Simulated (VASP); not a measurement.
Wanted: the native input for a VASP 6.6.1 run.

```yaml
Task: single point
Functional: PBEsol
Potentials_or_basis: VASP PAW PBE potentials, release 64 (Li_sv)
Cutoff: 520 eV
k_mesh: 18 × 18 × 10
Occupations: gaussian, width 0.15 eV
Spin: no spin polarisation
Dipole_correction: no
Further_INCAR_settings: ALGO = Fast; EDIFF = 1e-06; NBANDS = 10
```

The structure of Li lies in POSCAR:

```
Li
1.0
    3.2509972484      0.0000000000      0.0000000000
   -1.6254986242      2.8154462048      0.0000000000
    0.0000000000      0.0000000000      5.0930000000
Li
2
Direct
    0.3333333333      0.6666666667      0.2500000000
    0.6666666667      0.3333333333      0.7500000000
```

This isn't the form of Li at room conditions, which is bcc.

This cell differs from its parent crystal: strain +0.0450 x Voigt [1, 1, 0, 0, 0, 0].

The input as run:

INCAR

```
SYSTEM = Li
PREC = Accurate
ENCUT = 520
EDIFF = 1E-6
ISMEAR = 0
SIGMA = 0.15
LREAL = .False.
LASPH = .True.
NELM = 80
ALGO = Fast
ISIF = 2
LWAVE = .False.
LCHARG = .True.
GGA = PS
LELF = .True.
LVHAR = .True.
NBANDS = 10
```

KPOINTS

```
Automatic mesh
0
Gamma
  18 18 10
  0 0 0
```

Potentials or basis: VASP PAW PBE potentials, release 64 (Li_sv).

The run is started by

```console
$ cat potpaw_PBE.64/Li_sv/POTCAR > POTCAR
$ mpirun -np 1 vasp_std > vasp.out
```

It gave:

```json
{
 "Band gap on the k mesh": "zero (bands 3 and 4 overlap by 4.16 eV)"
}
```

Caveat: the cell differs from its parent crystal (strain +0.0450 x Voigt [1, 1, 0, 0, 0, 0]).

Run time: 74 s on 1 thread of Intel(R) Xeon(R) 6975P-C (Granite Rapids) (shared host), peak memory 0.2 GiB.
